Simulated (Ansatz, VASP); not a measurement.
## ZnSe: VASP beside Ansatz

INCAR

```
SYSTEM = ZnSe
PREC = Accurate ; ENCUT = 500
EDIFF = 1E-6 ; ISMEAR = 0
SIGMA = 0.02 ; LREAL = .FALSE.
LASPH = .TRUE. ; NELM = 120
ALGO = Normal ; ISIF = 2
LWAVE = .FALSE. ; LCHARG = .TRUE.
LELF = .TRUE. ; LVHAR = .TRUE.
NBANDS = 16 ; GGA_COMPAT = .FALSE.
```

The input KPOINTS:

```
Automatic mesh
0
G
  8 8 8
  0 0 0
```

File POSCAR:

```
ZnSe
1.0
    0.0000000000      2.7268484288      2.7268484288
    2.7268484288      0.0000000000      2.7268484288
    2.7268484288      2.7268484288      0.0000000000
Zn Se
1 1
Direct
    0.0000000000      0.0000000000      0.0000000000
    0.2500000000      0.2500000000      0.2500000000
```

Input for Ansatz:

```yaml
crystal:
  lattice:
    - [0.0, 2.7268484288, 2.7268484288]
    - [2.7268484288, 0.0, 2.7268484288]
    - [2.7268484288, 2.7268484288, 0.0]
  atoms:
    - { symbol: Zn, position: [0.0, 0.0, 0.0] }
    - { symbol: Se, position: [0.25, 0.25, 0.25] }
basis:
  ecutwfc: 420
kpoints:
  mp_grid: { grid: [8, 8, 8] }
hamiltonian:
  xc: lda
  pseudopotentials: { kind: paw, azcp: { folder: soft_1 } }
scf:
  occupations: { method: gaussian, width: 0.02 }
output:
  forces: true
  stress: true
  eigenvalues: true
```

Alike in both runs: task single point; functional LDA; k mesh 8 × 8 × 8; occupations gaussian, width 0.02 eV; no spin polarisation.

```csv
,VASP,Ansatz
version,VASP 6.6.1,Ansatz 0.2.0
potentials or method,"VASP PAW LDA potentials, release 64 (Zn, Se), cutoff 500 eV","scalar-relativistic, plane waves, PAW"
valence electrons in the cell,18,28
```

Ansatz gave:

* gap on the k mesh at the Fermi level (eV): 1.51
* least direct gap on the mesh (eV): 1.51
* pressure (GPa): 5.1

Question: Estimate VASP's values.

Answer: gap on the k mesh at the Fermi level (eV): 1.56; least direct gap on the mesh (eV): 1.56; pressure (GPa): 5.6.

Ansatz warns that its potentials were made for another functional, while VASP's fit it. LDA's correlation is that of Perdew and Zunger in VASP and of Perdew and Wang (1992) in Ansatz. VASP's potentials hold 18 valence electrons a cell and Ansatz's 28, so a difference there can come from the potentials and not from the codes.
